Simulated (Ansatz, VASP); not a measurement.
## One calculation of Au, two programs

```xyz
1
Lattice="-1.6324 1.6324 1.6573 1.6324 -1.6324 1.6573 1.6324 1.6324 -1.6573" Properties=species:S:1:pos:R:3 pbc="T T T"
Au    0.0000    0.0000    0.0000
```

Change from the starting cell: strain -0.015 along x and y, +0.000 along z, atoms carried along.

Alike in both runs: task single point; functional r2SCAN; k mesh 20 × 20 × 20; occupations gaussian, width 0.15 eV; no spin polarisation.

|  | VASP | Ansatz |
| --- | --- | --- |
| version | VASP 6.6.1 | Ansatz 0.2.0 |
| potentials or method | VASP PAW PBE potentials, release 64 (Au), cutoff 520 eV | scalar-relativistic, plane waves, PAW |
| valence electrons in the cell | 11 | 19 |

VASP gave:

- gap on the k mesh at the Fermi level (eV): none
- pressure (GPa): -0.4

Problem. What did Ansatz give for the same quantities?

Solution. gap on the k mesh at the Fermi level (eV): none; pressure (GPa): -0.7.

VASP's potentials were made for PBE, not for r2SCAN. A gap of «none» marks a metal or a gap that the smearing closes. VASP's potentials hold 11 valence electrons a cell and Ansatz's 19, so a difference there can come from the potentials and not from the codes.

Spin-orbit coupling is off throughout.
